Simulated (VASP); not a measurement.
# TiTe2 in VASP: a series of runs

Runs on TiTe2. Level: PBE. Tasks: single point, relaxation of cell and atoms.

Everything below comes from runs of VASP 6.6.1. Logs are shortened: lines on timing, memory, paths and dates and some standing lists are left out, and cuts for length are marked.

## (1) The cell of the first run

Symmetry: Pmmm, No. 47, orthorhombic system. Conventional cell: a = 3.499 Å, b = 4.165 Å, c = 6.302 Å, α = 90.00°, β = 90.00°, γ = 90.00°. Ti (site symmetry mmm) has 4 Te at 2.72 Å and 2 Ti at 3.50 Å within 3.6 Å. Te (site symmetry mmm) has 6 Te at 3.15 to 4.16 Å and 8 Ti at 4.16 Å within 4.2 Å. Within 3.6 Å of Te (site symmetry mmm) lie 4 Ti at 2.72 Å and 4 Te at 3.15 to 3.50 Å.

The cell was built from a structure type or drawn by symmetry, and may not be a known phase.

## (2) Single point, PBE

INCAR reads:

```
SYSTEM = TiTe2
PREC = Accurate
ENCUT = 520
EDIFF = 1E-6
ISMEAR = 0
SIGMA = 0.1
LREAL = .FALSE.
LASPH = .TRUE.
NELM = 100
ALGO = Normal
ISIF = 2
LWAVE = .FALSE.
LCHARG = .FALSE.
GGA = PE
NBANDS = 19
```

KPOINTS reads:

```
regular mesh
0
G
  6 4 4
  0 0 0
```

POSCAR reads:

```
TiTe2
1.0
    4.1645566869      0.0000000000      0.0000000000
    0.0000000000      3.4987220935      0.0000000000
    0.0000000000      0.0000000000      6.3015891320
Ti Te
1 2
Direct
    0.5000000000      0.5000000000      0.0000000000
    0.0000000000      0.0000000000      0.5000000000
    0.0000000000      0.0000000000      0.0000000000
```

Potentials or basis: VASP PAW PBE potentials, release 64 (Ti_sv, Te).

Run with:

```console
$ cat potpaw_PBE.64/Ti_sv/POTCAR potpaw_PBE.64/Te/POTCAR > POTCAR
$ mpirun -np 1 vasp_std > vasp.out
```

OUTCAR:

```text
SYSTEM = TiTe2
   PREC = Accurate
   ENCUT = 520
   EDIFF = 1E-6
   ISMEAR = 0
   LREAL = .FALSE.
   LASPH = .TRUE.
   NELM = 100
   ISIF = 2
   GGA = PE

 ion  position               nearest neighbor table
   1  0.500  0.500  0.000-   3 2.72   3 2.72   3 2.72   3 2.72
   2  0.000  0.000  0.500-   3 3.15   3 3.15
   3  0.000  0.000  0.000-   1 2.72   1 2.72   1 2.72   1 2.72   2 3.15   2 3.15

  LATTYP: Found a simple orthorhombic cell.
 ALAT       =     3.4987220935
 B/A-ratio  =     1.1903079398
 C/A-ratio  =     1.8011116527

  Lattice vectors:

 A1 = (   0.0000000000,  -3.4987220935,   0.0000000000)
 A2 = (   4.1645566869,   0.0000000000,   0.0000000000)
 A3 = (   0.0000000000,   0.0000000000,   6.3015891320)

Analysis of symmetry for initial positions (statically):
=====================================================================
 Subroutine PRICEL returns:
 Original cell was already a primitive cell.

 Routine SETGRP: Setting up the symmetry group for a
 simple orthorhombic supercell.

 Subroutine GETGRP returns: Found  8 space group operations
 (whereof  8 operations were pure point group operations)
 out of a pool of  8 trial point group operations.

The static configuration has the point symmetry D_2h.

Analysis of symmetry for dynamics (positions and initial velocities):
=====================================================================
 Subroutine PRICEL returns:
 Original cell was already a primitive cell.

 Routine SETGRP: Setting up the symmetry group for a
 simple orthorhombic supercell.

 Subroutine GETGRP returns: Found  8 space group operations
 (whereof  8 operations were pure point group operations)
 out of a pool of  8 trial point group operations.

The dynamic configuration has the point symmetry D_2h.

 Subroutine INISYM returns: Found  8 space group operations
 (whereof  8 operations are pure point group operations),
 and found     1 'primitive' translations

----------------------------------------------------------------------------------------

                                     Primitive cell

  volume of cell :      91.8181

  direct lattice vectors                    reciprocal lattice vectors
     4.164556687  0.000000000  0.000000000     0.240121596  0.000000000  0.000000000
     0.000000000  3.498722094  0.000000000     0.000000000  0.285818643  0.000000000
     0.000000000  0.000000000  6.301589132     0.000000000  0.000000000  0.158690130

  length of vectors
     4.164556687  3.498722094  6.301589132     0.240121596  0.285818643  0.158690130

  position of ions in fractional coordinates (direct lattice)
     0.500000000  0.500000000  0.000000000
     0.000000000  0.000000000  0.500000000
     0.000000000  0.000000000  0.000000000

  ion indices of the primitive-cell ions
   primitive index   ion index
                 1           1
                 2           2
                 3           3

----------------------------------------------------------------------------------------

 KPOINTS: regular mesh

Automatic generation of k-mesh.
 Grid dimensions read from file:
 generate k-points for:    6    4    4

 Generating k-lattice:

  Cartesian coordinates                     Fractional coordinates (reciprocal lattice)
     0.040020266  0.000000000  0.000000000     0.166666667  0.000000000  0.000000000
     0.000000000  0.071454661  0.000000000     0.000000000  0.250000000  0.000000000
     0.000000000  0.000000000  0.039672533     0.000000000  0.000000000  0.250000000

  Length of vectors
     0.040020266  0.071454661  0.039672533

  Shift w.r.t. Gamma in fractional coordinates (k-lattice)
     0.000000000  0.000000000  0.000000000

 Subroutine IBZKPT returns following result:
 ===========================================

 Found     36 irreducible k-points:

 Following reciprocal coordinates:
            Coordinates               Weight
  0.000000  0.000000  0.000000      1.000000
  0.166667  0.000000  0.000000      2.000000
  0.333333  0.000000  0.000000      2.000000
  0.500000  0.000000  0.000000      1.000000
  0.000000  0.250000  0.000000      2.000000
  0.166667  0.250000  0.000000      4.000000
[... 16 lines left out ...]
  0.333333  0.500000  0.250000      4.000000
  0.500000  0.500000  0.250000      2.000000
 [... further k-points ...]
   k-points           NKPTS =     36   k-points in BZ     NKDIM =     36   number of bands    NBANDS=     19
   number of dos      NEDOS =    301   number of ions     NIONS =      3
   total plane-waves  NPLWV =  43008
   dimension x,y,z NGX =    32 NGY =   28 NGZ =   48
   dimension x,y,z NGXF=    64 NGYF=   56 NGZF=   96
   ions per type =               1   2
   NGX,Y,Z   is equivalent  to a cutoff of  12.77, 13.30, 12.66 a.u.
   NGXF,Y,Z  is equivalent  to a cutoff of  25.55, 26.61, 25.33 a.u.
 SYSTEM =  TiTe2
   PREC   = accura    normal or accurate (medium, high low for compatibility)
   ISTART =      0    job   : 0-new  1-cont  2-samecut
   ICHARG =      2    charge: 1-file 2-atom 10-const
   ISPIN  =      1    spin polarized calculation?
   LNONCOLLINEAR =      F non collinear calculations
   LSORBIT =      F    spin-orbit coupling
   LASPH  =      T    aspherical Exc in radial PAW
   ENCUT  =  520.0 eV  38.22 Ry    6.18 a.u.   7.74  6.51 11.72*2*pi/ulx,y,z
   NELM   =    100;   NELMIN=  2; NELMDL= -5     # of ELM steps
   EDIFF  = 0.1E-05   stopping-criterion for ELM
   LREAL  =      F    real-space projection
   EDIFFG = 0.1E-04   stopping-criterion for IOM
   NSW    =      0    number of steps for IOM
   IBRION =     -1    ionic relax: 0-MD 1-quasi-New 2-CG
   NFREE  =      0    steps in history (QN), initial steepest desc. (CG)
   ISIF   =      2    stress and relaxation
   ISYM   =      2    0-nonsym 1-usesym 2-fastsym
   POTIM  = 0.5000    time-step for ionic-motion
   TEBEG  =    0.0;   TEEND  =   0.0 temperature during run
   PSTRESS=    0.0 pullay stress
   NELECT =      24.0000    total number of electrons
   NUPDOWN=      -1.0000    fix difference up-down
   EMIN   =  10.00;   EMAX   =-10.00  energy-range for DOS
   EFERMI =   0.00;   METHOD = LEGACY
   ISMEAR =     0;   SIGMA  =   0.10  broadening in eV -4-tet -1-fermi 0-gaus
   EFERMI_NEDOS =   21; number of points for ismear=-14 and -15
   IALGO  =     38    algorithm
   IMIX   =      4    mixing-type and parameters
     AMIX     =   0.40;   BMIX     =  1.00
     AMIX_MAG =   1.60;   BMIX_MAG =  1.00
  volume/ion in A,a.u.               =      30.61       206.54
  Fermi-wavevector in a.u.,A,eV,Ry     =   1.046733  1.978038 14.907215  1.095649
  Thomas-Fermi vector in A             =   2.181583
   LORBIT       =      0    0 simple, 1 ext, 2 COOP (PROOUT), +10 PAW based schemes
   GGA     = PE    functional components
   LHFCALC =     F    Hartree Fock is set to
   AEXX    =    0.0000 exact exchange contribution
   IVDW    =     0    specifies the selected vdW correction
   LEPSILON=     F    determine dielectric tensor
   LRPA    =     F    only Hartree local field effects (RPA)
 non-spin polarized calculation
 Gauss-broadening in eV      SIGMA  =   0.10
  energy-cutoff  :      520.00
  volume of cell :       91.82
 maximum number of plane-waves:      2504
 NGX is ok and might be reduce to    32
   NGX = 15   NGY = 13   NGZ = 23

 number of electron      23.9999994 magnetization

 Free energy of the ion-electron system (eV)
  ---------------------------------------------------
  ext. energy  EPLUGINS =         0.00000000
  ---------------------------------------------------
  free energy    TOTEN  =       -13.23544538 eV

  energy without entropy =      -13.20776218  energy(sigma->0) =      -13.22160378

 E-fermi :   6.0032     XC(G=0):  -9.2024

 val. band max:        6.0012530551   @ k =   0.0000   0.5000   0.2500
 cond. band min:       6.0041874667   @ k =   0.1667   0.0000   0.0000
 fundamental gap:      0.0029344116
 Fermi energy:         6.0032448275

 k-point     1 :       0.0000    0.0000    0.0000
  band No.  band energies     occupation
      1     -51.6118      2.00000
      2     -28.0056      2.00000
      3     -27.8660      2.00000
      4     -27.8640      2.00000
      5      -7.3128      2.00000
      6      -4.6669      2.00000
[... 11 lines left out ...]
     18       8.5300      0.00000
     19      11.1364      0.00000

 k-point     2 :       0.1667    0.0000    0.0000
  band No.  band energies     occupation
      1     -51.6117      2.00000
      2     -28.0053      2.00000
      3     -27.8676      2.00000
      4     -27.8648      2.00000
      5      -7.1809      2.00000
      6      -4.5831      2.00000
[... 11 lines left out ...]
     18       9.6306      0.00000
     19       9.8330      0.00000

 k-point     3 :       0.3333    0.0000    0.0000
  band No.  band energies     occupation
      1     -51.6115      2.00000
      2     -28.0048      2.00000
      3     -27.8749      2.00000
      4     -27.8624      2.00000
      5      -6.8873      2.00000
      6      -4.3973      2.00000
[... 11 lines left out ...]
     18       9.2511      0.00000
     19      11.1563      0.00000

 k-point     4 :       0.5000    0.0000    0.0000
  band No.  band energies     occupation
      1     -51.6115      2.00000
      2     -28.0045      2.00000
      3     -27.8785      2.00000
      4     -27.8612      2.00000
      5      -6.7214      2.00000
      6      -4.2920      2.00000
[... 407 lines left out ...]
     18       8.8685      0.00000
     19       9.5235      0.00000

 k-point    23 :       0.3333    0.5000    0.2500
  band No.  band energies     occupation
      1     -51.6070      2.00000
      2     -27.9997      2.00000
      3     -27.9297      2.00000
      4     -27.8627      2.00000
      5      -5.8688      2.00000
      6      -3.7638      2.00000
[... 11 lines left out ...]
     18       8.1610      0.00000
     19       9.3568      0.00000

 k-point    24 :       0.5000    0.5000    0.2500
  band No.  band energies     occupation
      1     -51.6068      2.00000
      2     -27.9996      2.00000
      3     -27.9291      2.00000
      4     -27.8672      2.00000
      5      -5.8695      2.00000
      6      -3.7015      2.00000
[... 11 lines left out ...]
     18       8.0193      0.00000
     19       9.5528      0.00000

 [... further k-points ...]

------------------------ aborting loop because EDIFF is reached ----------------------------------------

  FORCE on cell =-STRESS in cart. coord.  units (eV):
  Direction    XX          YY          ZZ          XY          YZ          ZX
  --------------------------------------------------------------------------------------
  -------------------------------------------------------------------------------------
  Total        0.0187027     -0.0069135     -0.0495159      0.0000000      0.0000000      0.0000000
  in kB        0.3263519     -0.1206373     -0.8640258      0.0000000      0.0000000      0.0000000
  external PRESSURE =      -0.2194370 kB  Pullay stress =       0.0000000 kB

 VOLUME and BASIS-vectors are now :
 -----------------------------------------------------------------------------
  energy-cutoff  :      520.00
  volume of cell :       91.82
      direct lattice vectors                 reciprocal lattice vectors
     4.164556687  0.000000000  0.000000000     0.240121596  0.000000000  0.000000000
     0.000000000  3.498722094  0.000000000     0.000000000  0.285818643  0.000000000
     0.000000000  0.000000000  6.301589132     0.000000000  0.000000000  0.158690130

 POSITION                                       TOTAL-FORCE (eV/Angst)
 -----------------------------------------------------------------------------------
      2.08228      1.74936      0.00000         0.000000      0.000000      0.000000
      0.00000      0.00000      3.15079         0.000000      0.000000      0.000000
      0.00000      0.00000      0.00000         0.000000      0.000000      0.000000
 -----------------------------------------------------------------------------------
    total drift:                                0.000000     -0.000000     -0.000000

  FREE ENERGIE OF THE ION-ELECTRON SYSTEM (eV)
  ---------------------------------------------------
  free  energy   TOTEN  =       -13.2354453784 eV

  energy  without entropy=      -13.2077621768  energy(sigma->0) =      -13.22160378
```

Run time: 59 s. Hardware: 1 thread of Intel Xeon 8259CL, shared host; peak memory 0.23 GiB.

Results:

* Free energy: -13.2354 eV
* Pressure: 0.0 GPa
* Band gap on the k mesh: zero (bands 12 and 13 overlap by 0.93 eV)

Stress tensor (GPa, compression positive):
```
 0.03  0.00  0.00
 0.00 -0.01  0.00
 0.00  0.00 -0.09
```

Levels at points of the mesh, in eV from the Fermi level:
| k point | band 8 | band 9 | band 10 | band 11 | band 12 | band 13 | band 14 | band 15 | band 16 | band 17 |
| --- | --- | --- | --- | --- | --- | --- | --- | --- | --- | --- |
| (0.00, 0.00, 0.00) | -3.02 | -1.58 | -0.70 | -0.26 | 0.01 | 0.07 | 0.18 | 0.62 | 1.75 | 2.07 |
| (0.50, 0.00, 0.00) | -5.48 | -2.83 | -2.54 | -0.07 | 0.41 | 0.66 | 0.89 | 1.09 | 1.67 | 3.13 |
| (0.00, 0.50, 0.00) | -4.84 | -4.20 | -3.34 | 0.27 | 0.30 | 0.39 | 0.72 | 1.53 | 1.62 | 3.38 |
| (0.50, 0.50, 0.00) | -4.42 | -4.22 | -2.73 | -1.32 | -0.71 | -0.53 | 0.20 | 0.33 | 1.38 | 1.90 |
| (0.00, 0.00, 0.50) | -2.84 | -2.46 | -1.56 | -1.03 | -0.52 | 0.07 | 0.47 | 0.55 | 0.98 | 1.57 |
| (0.50, 0.00, 0.50) | -3.26 | -3.16 | -2.51 | -1.70 | -0.07 | 0.07 | 0.66 | 1.54 | 1.60 | 3.62 |
| (0.00, 0.50, 0.50) | -4.16 | -3.75 | -2.57 | -1.04 | 0.23 | 0.28 | 0.31 | 1.17 | 1.52 | 3.59 |
| (0.50, 0.50, 0.50) | -4.24 | -3.38 | -2.22 | -1.47 | -0.96 | 0.03 | 0.08 | 0.21 | 0.59 | 1.68 |

Caveat: the k points lie up to 0.45 Å⁻¹ apart, too coarse for converged energies and pressures of a metal; spin-orbit coupling is left out, which moves the levels of the heavy elements.

[end of part 1 of 2]
